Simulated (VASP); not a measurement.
# NiSb (P6_3/mmc) in VASP: notebook, part 2 of 2

VASP 6.6.1. Earlier steps stand in the parts before.

## 4. Single point, r2SCAN+U, collinear spin, ferromagnetic start

The input, POSCAR:

```
NiSb
1.0
    3.9280000000      0.0000000000      0.0000000000
   -1.9640000000      3.4017477861      0.0000000000
    0.0000000000      0.0000000000      5.1200000000
Sb Ni
2 2
Direct
    0.6666666667      0.3333333333      0.7500000000
    0.3333333333      0.6666666667      0.2500000000
    0.0000000000      0.0000000000      0.5000000000
    0.0000000000      0.0000000000      0.0000000000
```

The input, INCAR.step1:

```
  PREC = Accurate
  ENCUT = 520
  ISMEAR = -1
  SIGMA = 0.05
  LREAL = False
  LASPH = True
  NELM = 150
  ISPIN = 2
  MAGMOM = 0 0 1 1
  LMAXMIX = 4
  LDAU = True
  LDAUTYPE = 2
  LDAUL = -1 2
  LDAUU = 0 6
  LDAUJ = 0 0
  NBANDS = 27
  GGA = PE
  ALGO = Normal
  EDIFF = 1E-4
  LWAVE = True
  LCHARG = False
```

The input, INCAR.step2:

```
  PREC = Accurate
  ENCUT = 520
  EDIFF = 1E-6
  ISMEAR = -1
  SIGMA = 0.05
  LREAL = False
  LASPH = True
  NELM = 150
  ALGO = Normal
  ISIF = 2
  LWAVE = False
  LCHARG = True
  ISPIN = 2
  MAGMOM = 0 0 1 1
  LORBIT = 11
  LMAXMIX = 4
  LDAU = True
  LDAUTYPE = 2
  LDAUL = -1 2
  LDAUU = 0 6
  LDAUJ = 0 0
  LDAUPRINT = 1
  METAGGA = R2SCAN
  LMIXTAU = True
  LELF = True
  LVHAR = True
  NBANDS = 27
  ISTART = 1
```

The input, KPOINTS:

```
Automatic mesh
0
Gamma
  8 8 5
```

Potentials or basis: VASP PAW PBE potentials, release 64 (Sb, Ni).

Started as:

```sh
cat potpaw_PBE.64/Sb/POTCAR potpaw_PBE.64/Ni/POTCAR > POTCAR
cp INCAR.step1 INCAR
mpirun -np 1 vasp_std > vasp.out
cp INCAR.step2 INCAR
mpirun -np 1 vasp_std > vasp.out
```

OUTCAR:

```text
PREC = Accurate
   ENCUT = 520
   EDIFF = 1E-6
   ISMEAR = -1
   LREAL = False
   LASPH = True
   NELM = 150
   ISIF = 2
   ISPIN = 2
   LORBIT = 11
   METAGGA = R2SCAN
   ISTART = 1

 ion  position               nearest neighbor table
   1  0.667  0.333  0.750-   3 2.60   4 2.60   3 2.60   4 2.60   3 2.60   4 2.60   2 3.42   2 3.42
                             2 3.42   2 3.42   2 3.42   2 3.42
   2  0.333  0.667  0.250-   3 2.60   4 2.60   3 2.60   4 2.60   3 2.60   4 2.60   1 3.42   1 3.42
                             1 3.42   1 3.42   1 3.42   1 3.42
   3  0.000  0.000  0.500-   4 2.56   4 2.56   1 2.60   2 2.60   1 2.60   2 2.60   1 2.60   2 2.60

   4  0.000  0.000  0.000-   3 2.56   3 2.56   1 2.60   2 2.60   1 2.60   2 2.60   1 2.60   2 2.60

  LATTYP: Found a hexagonal cell.
 ALAT       =     3.9280000000
 C/A-ratio  =     1.3034623218

  Lattice vectors:

 A1 = (   3.9280000000,   0.0000000000,   0.0000000000)
[... 1722 lines left out ...]

------------------------ aborting loop because EDIFF is reached ----------------------------------------

  FORCE on cell =-STRESS in cart. coord.  units (eV):
  Direction    XX          YY          ZZ          XY          YZ          ZX
  --------------------------------------------------------------------------------------
  -------------------------------------------------------------------------------------
  Total       -2.3750016     -2.3750016     -1.7088460      0.0000000      0.0000000      0.0000000
  in kB      -55.6199933    -55.6199933    -40.0193437      0.0000000      0.0000000      0.0000000
  external PRESSURE =     -50.4197768 kB  Pullay stress =       0.0000000 kB

 VOLUME and BASIS-vectors are now :
 -----------------------------------------------------------------------------
  energy-cutoff  :      520.00
  volume of cell :       68.41
      direct lattice vectors                 reciprocal lattice vectors
     3.928000000  0.000000000  0.000000000     0.254582485  0.146983266  0.000000000
    -1.964000000  3.401747786  0.000000000     0.000000000  0.293966532  0.000000000
     0.000000000  0.000000000  5.120000000     0.000000000  0.000000000  0.195312500

 POSITION                                       TOTAL-FORCE (eV/Angst)
 -----------------------------------------------------------------------------------
      1.96400      1.13392      3.84000         0.000000      0.000000      0.000000
     -0.00000      2.26783      1.28000        -0.000000     -0.000000      0.000000
      0.00000      0.00000      2.56000        -0.000000     -0.000000      0.000000
      0.00000      0.00000      0.00000        -0.000000     -0.000000      0.000000
 -----------------------------------------------------------------------------------
    total drift:                               -0.000000      0.000000     -0.000000

  FREE ENERGIE OF THE ION-ELECTRON SYSTEM (eV)
  ---------------------------------------------------
  free  energy   TOTEN  =       -69.5624066109 eV

  energy  without entropy=      -69.5493303700  energy(sigma->0) =      -69.55586849

 total charge

# of ion       s       p       d       tot
------------------------------------------
    1        1.115   1.213   0.069   2.397
    2        1.115   1.213   0.069   2.397
    3        0.423   0.460   8.790   9.673
    4        0.423   0.460   8.790   9.673
--------------------------------------------------
tot          3.076   3.346  17.718  24.139

 magnetization (x)

# of ion       s       p       d       tot
------------------------------------------
    1        0.000  -0.000  -0.000  -0.000
    2        0.000  -0.000  -0.000  -0.000
    3        0.000  -0.000   0.000   0.000
    4        0.000  -0.000   0.000   0.000
--------------------------------------------------
tot          0.000  -0.000   0.000   0.000
```

OUTCAR.step1:

```text
PREC = Accurate
   ENCUT = 520
   ISMEAR = -1
   LREAL = False
   LASPH = True
   NELM = 150
[... 1701 lines left out ...]
     -0.00000      2.26783      1.28000         0.000000     -0.000000      0.000000
      0.00000      0.00000      2.56000        -0.000000      0.000000      0.000000
      0.00000      0.00000      0.00000         0.000000      0.000000      0.000000
 -----------------------------------------------------------------------------------
    total drift:                               -0.000000      0.000000     -0.000000

  FREE ENERGIE OF THE ION-ELECTRON SYSTEM (eV)
  ---------------------------------------------------
  free  energy   TOTEN  =       -13.4228256506 eV

  energy  without entropy=      -13.4065939199  energy(sigma->0) =      -13.41470979
```

OSZICAR.step1:

```text
N       E                     dE             d eps       ncg     rms          rms(c)
DAV:   1     0.185567976653E+03    0.18557E+03   -0.12103E+04  3240   0.116E+03
DAV:   2     0.192141127700E+00   -0.18538E+03   -0.17435E+03  3315   0.258E+02
DAV:   3    -0.131127562845E+02   -0.13305E+02   -0.12994E+02  3740   0.845E+01
DAV:   4    -0.133766999461E+02   -0.26394E+00   -0.26355E+00  3786   0.113E+01
DAV:   5    -0.133830317548E+02   -0.63318E-02   -0.63314E-02  3900   0.170E+00    0.101E+01
DAV:   6    -0.136812481893E+02   -0.29822E+00   -0.19933E+00  3821   0.223E+01    0.568E+00
DAV:   7    -0.134732944999E+02    0.20795E+00   -0.15228E+00  3939   0.232E+01    0.452E+00
DAV:   8    -0.134018409451E+02    0.71454E-01   -0.43634E-01  4036   0.839E+00    0.117E+00
DAV:   9    -0.134175878655E+02   -0.15747E-01   -0.65692E-02  4189   0.310E+00    0.451E-01
DAV:  10    -0.134202494331E+02   -0.26616E-02   -0.70419E-03  4763   0.864E-01    0.221E-01
DAV:  11    -0.134222098398E+02   -0.19604E-02   -0.24181E-03  4520   0.643E-01    0.101E-01
DAV:  12    -0.134226640881E+02   -0.45425E-03   -0.88526E-04  4235   0.301E-01    0.542E-02
DAV:  13    -0.134227840280E+02   -0.11994E-03   -0.18223E-04  2259   0.141E-01    0.318E-02
DAV:  14    -0.134228256506E+02   -0.41623E-04   -0.92373E-05  1785   0.106E-01
   1 F= -.13422826E+02 E0= -.13414710E+02  d E =-.162317E-01  mag=     0.0007
```

Wall time 6 min (1 thread of Intel Xeon Platinum 8488C (Sapphire Rapids), shared host); peak memory 0.27 GiB.

Results:

| Quantity | Value |
| --- | --- |
| Free energy | -69.5624 eV |
| Pressure | -5.0 GPa |
| Band gap on the k mesh | zero (filled and empty bands overlap) |
| Net moment | 0.00 μB per cell |
| Valence electrons inside the program's atomic spheres | Sb 2.40; Ni 9.67 |

Stress tensor (GPa, compression positive):
```
-5.56  0.00  0.00
 0.00 -5.56  0.00
 0.00  0.00 -4.00
```

Levels at points of the mesh, in eV from the Fermi level:
Spin up:
```csv
k point,band 13,band 14,band 15,band 16,band 17,band 18
"(0.00, 0.00, 0.00)",-0.71,1.02,1.02,2.54,2.54,3.94
"(0.50, 0.00, 0.00)",-2.38,-2.01,-1.86,-0.37,1.08,3.75
```
Spin down:
```csv
k point,band 11,band 12,band 13,band 14,band 15,band 16,band 17,band 18,band 19,band 20
"(0.00, 0.00, 0.00)",-1.88,-1.88,-0.71,1.02,1.02,2.54,2.54,3.94,4.52,6.24
"(0.50, 0.00, 0.00)",-2.71,-2.69,-2.38,-2.01,-1.86,-0.37,1.08,3.75,4.22,6.05
```

Eigenvalues of the final occupation matrices:
```tsv
site	spin	trace	eigenvalues
site 3 d	1	4.41	0.82 0.82 0.91 0.93 0.93
site 3 d	2	4.41	0.82 0.82 0.91 0.93 0.93
site 4 d	1	4.41	0.82 0.82 0.91 0.93 0.93
site 4 d	2	4.41	0.82 0.82 0.91 0.93 0.93
```

Caveat: the cell stands under tension; the moments typed at the start vanished in this run; the PAW data sets were made with another functional, which shifts forces and pressure a little; spin-orbit coupling is left out, which moves the levels of the heavy elements; the U is typed as a test and isn't derived for this compound.

## 5. Single point, r2SCAN+U, collinear spin, ferromagnetic start

POSCAR is that of step 4.

The input, INCAR.step1:

```
SYSTEM = NiSb
PREC     = Accurate       ! precision mode
ENCUT    = 520            ! plane-wave cutoff, eV
ISMEAR   = -1             ! smearing method
SIGMA    = 0.05           ! smearing width, eV
LREAL    = .False.        ! projectors in reciprocal space
LASPH    = .True.         ! aspherical terms in the spheres
NELM     = 150            ! most SCF steps
ISPIN    = 2              ! spin polarisation
MAGMOM   = 0 0 1 1        ! initial moments
LMAXMIX  = 4              ! l up to which the mixer works
LDAU     = .True.         ! DFT+U
LDAUTYPE = 2            
LDAUL    = -1 2           ! shell
LDAUU    = 0 8            ! U, eV
LDAUJ    = 0 0          
NBANDS   = 27             ! bands
GGA      = PE             ! functional
ALGO     = Normal         ! electronic algorithm
EDIFF    = 1E-4           ! SCF threshold, eV
LWAVE    = .True.         ! write WAVECAR
LCHARG   = .False.        ! write CHGCAR
```

The input, INCAR.step2:

```
SYSTEM = NiSb
PREC     = Accurate       ! precision mode
ENCUT    = 520            ! plane-wave cutoff, eV
EDIFF    = 1E-7           ! SCF threshold, eV
ISMEAR   = -1             ! smearing method
SIGMA    = 0.05           ! smearing width, eV
LREAL    = .False.        ! projectors in reciprocal space
LASPH    = .True.         ! aspherical terms in the spheres
NELM     = 150            ! most SCF steps
ALGO     = Normal         ! electronic algorithm
ISIF     = 2              ! what is computed and relaxed
LWAVE    = .False.        ! write WAVECAR
LCHARG   = .False.        ! write CHGCAR
ISPIN    = 2              ! spin polarisation
MAGMOM   = 0 0 1 1        ! initial moments
LORBIT   = 11             ! projections on sites
LMAXMIX  = 4              ! l up to which the mixer works
LDAU     = .True.         ! DFT+U
LDAUTYPE = 2            
LDAUL    = -1 2           ! shell
LDAUU    = 0 8            ! U, eV
LDAUJ    = 0 0          
LDAUPRINT= 1            
METAGGA  = R2SCAN         ! meta-GGA
LMIXTAU  = .True.       
NBANDS   = 27             ! bands
ISTART   = 1
```

The input, KPOINTS:

```
regular mesh
0
Gamma
  8 8 5
  0 0 0
```

Started as:

```sh
cat potpaw_PBE.64/Sb/POTCAR potpaw_PBE.64/Ni/POTCAR > POTCAR
cp INCAR.step1 INCAR
mpirun -np 1 vasp_std > vasp.out
cp INCAR.step2 INCAR
mpirun -np 1 vasp_std > vasp.out
```

Run time: 12 min. Hardware: 1 thread of Intel Xeon Platinum 8488C (Sapphire Rapids), shared host; peak memory 0.28 GiB.

The run converged. Its results:

```
Free energy                                           : -67.6443 eV
Pressure                                              : -6.9 GPa
Net moment                                            : 0.06 μB per cell
Site moments                                          : Sb -0.00; Ni +0.04 μB
Valence electrons inside the program's atomic spheres : Sb 2.38; Ni 9.77
```

Stress tensor (GPa, compression positive):
```
-7.56  0.00  0.00
 0.00 -7.56  0.00
 0.00  0.00 -5.72
```

Levels at points of the mesh, in eV from the Fermi level:
Spin up:
| k point | band 12 | band 13 | band 14 | band 15 | band 16 | band 17 | band 18 | band 19 |
| --- | --- | --- | --- | --- | --- | --- | --- | --- |
| (0.00, 0.00, 0.00) | -2.18 | -0.99 | 1.19 | 1.19 | 2.48 | 2.48 | 4.07 | 4.60 |
| (0.50, 0.00, 0.00) | -2.65 | -2.56 | -2.31 | -2.15 | -0.54 | 1.03 | 3.78 | 4.19 |
Spin down:
```
           k point  band 11  band 12  band 13  band 14  band 15  band 16  band 17  band 18  band 19  band 20
(0.00, 0.00, 0.00)    -2.00    -2.00    -0.96     1.18     1.18     2.55     2.55     4.07     4.59     6.41
(0.50, 0.00, 0.00)    -2.66    -2.66    -2.56    -2.19    -1.96    -0.39     1.08     3.79     4.24     6.23
```

Eigenvalues of the final occupation matrices:
```
    site  spin  trace               eigenvalues
site 3 d     1   4.50  0.84 0.84 0.93 0.94 0.94
site 3 d     2   4.46  0.83 0.83 0.93 0.94 0.94
site 4 d     1   4.50  0.84 0.84 0.93 0.94 0.94
site 4 d     2   4.46  0.83 0.83 0.93 0.94 0.94
```

Caveat: the cell stands under tension; the moments typed at the start vanished in this run; the PAW data sets were made with another functional, which shifts forces and pressure a little; spin-orbit coupling is left out, which moves the levels of the heavy elements; the U is typed as a test and isn't derived for this compound.

## 6. The runs side by side

```tsv
U	gap on the mesh (eV)	pressure (GPa)	moment (μB)
Ni d U = 4.0 eV	none	-3.2	0.00
Ni d U = 5.0 eV	none	-4.1	0.00
Ni d U = 6.0 eV	none	-5.0	0.00
Ni d U = 8.0 eV	none	-6.9	0.06
```

Alike in all rows: task single point; level r2SCAN+U; potentials or basis VASP PAW PBE potentials, release 64 (Sb, Ni); spin collinear, ferromagnetic start; cell as given; k mesh 8 × 8 × 5; cutoff (eV) 520; smearing fermi-dirac 0.05 eV.

Caveats: the cell stands under tension; the moments typed at the start vanished in this run; the PAW data sets were made with another functional, which shifts forces and pressure a little; spin-orbit coupling is left out, which moves the levels of the heavy elements; the U is typed as a test and isn't derived for this compound.

Absolute energies hang on the potentials; compare differences alone.
